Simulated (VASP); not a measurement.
Input of a VASP 6.6.1 run:

Contents of INCAR:

```
SYSTEM = Sn
PREC = Accurate
ENCUT = 520
EDIFF = 1E-7
ISMEAR = 0
SIGMA = 0.1
LREAL = .False.
LASPH = .True.
NELM = 100
ALGO = Fast
ISIF = 2
LWAVE = .False.
LCHARG = .False.
GGA = PE
NBANDS = 13
```

KPOINTS

```
Automatic mesh
0
Gamma
  20 20 18
  0 0 0
```

POSCAR

```
Sn
1.0
    1.6248272850     -2.8492970043      0.0000000000
    1.6248272850      2.8492970043      0.0000000000
    0.0000000000      0.0000000000      3.0697667390
Sn
1
Direct
    0.5000000000      0.5000000000      0.5000000000
```

Potentials or basis: VASP PAW PBE potentials, release 64 (Sn_d).

The run is started by

```sh
$ cat potpaw_PBE.64/Sn_d/POTCAR > POTCAR
$ mpirun -np 1 vasp_std > vasp.out
```

**Question.** Predict the band gap on the k mesh.

**Answer.** Zero (band 7 reaches 12.84 eV, above the bottom of band 8 at 5.20 eV).

**Question.** Estimate the pressure.

**Answer.** -0.1 GPa.

Caveat: spin-orbit coupling is left out, which moves the levels of the heavy elements.
